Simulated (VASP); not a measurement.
Wanted: the native input for a VASP 6.6.1 run.

```
Task                   : single point
Functional             : PBEsol
Potentials or basis    : VASP PAW PBE potentials, release 64 (Ag)
Cutoff                 : 520 eV
k mesh                 : 24 × 24 × 12
Occupations            : gaussian, width 0.1 eV
Spin                   : no spin polarisation
Dipole correction      : no
Further INCAR settings : ALGO = Fast; EDIFF = 1e-06; NBANDS = 18
```

The structure of Ag lies in POSCAR:

```
Ag
1.0
    2.8669917939      0.0000000000      0.0000000000
   -1.4334958970      2.4828877260      0.0000000000
    0.0000000000      0.0000000000      4.6908332209
Ag
2
Direct
    0.3333333333      0.6666666667      0.2500000000
    0.6666666667      0.3333333333      0.7500000000
```

This isn't the form of Ag at room conditions, which is fcc.

These files were run (other wordings do the same):

INCAR

```
PREC     = Accurate       # precision mode
ENCUT    = 520            # plane-wave cutoff, eV
EDIFF    = 1E-6           # SCF threshold, eV
ISMEAR   = 0              # smearing method
SIGMA    = 0.1            # smearing width, eV
LREAL    = F              # projectors in reciprocal space
LASPH    = T              # aspherical terms in the spheres
NELM     = 80             # most SCF steps
ALGO     = Fast           # electronic algorithm
ISIF     = 2              # what is computed and relaxed
LWAVE    = F              # write WAVECAR
LCHARG   = F              # write CHGCAR
GGA      = PS             # functional
NBANDS   = 18             # bands
```

KPOINTS

```
Automatic mesh
0
Gamma
  24 24 12
```

Potentials or basis: VASP PAW PBE potentials, release 64 (Ag).

Launch:

```sh
$ cat potpaw_PBE.64/Ag/POTCAR > POTCAR
$ mpirun -np 1 vasp_std > vasp.out
```

It gave:

The pressure is -0.4 GPa. The band gap on the k mesh is zero (bands 11 and 12 overlap by 7.52 eV).

Caveat: the PAW data sets were made with another functional, which shifts forces and pressure a little.

It took 7.5 min on 1 thread of AMD EPYC 7571, on a shared host, peak memory 0.28 GiB.
